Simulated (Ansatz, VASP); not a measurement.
Two plane-wave programs on Sc

```
CELL_PARAMETERS angstrom
-1.78686 1.78686 1.78686
1.78686 -1.78686 1.78686
1.78686 1.78686 -1.78686
ATOMIC_POSITIONS crystal
Sc 0.00000 0.00000 0.00000
```

Alike in both runs: task single point; functional RPBE; k mesh 13 × 13 × 13; occupations fermi-dirac, width 0.1 eV; no spin polarisation.

|  | VASP | Ansatz |
| --- | --- | --- |
| version | VASP 6.6.1 | Ansatz 0.2.0 |
| potentials or method | VASP PAW PBE potentials, release 64 (Sc_sv), cutoff 520 eV | plane waves (420 eV) with PAW, scalar-relativistic |
| valence electrons in the cell | 11 | 11 |

```tsv
	VASP	Ansatz	Ansatz less VASP
pressure (GPa)	7.8	7.7	-0.06
```

VASP's potentials were made for PBE, not for RPBE.
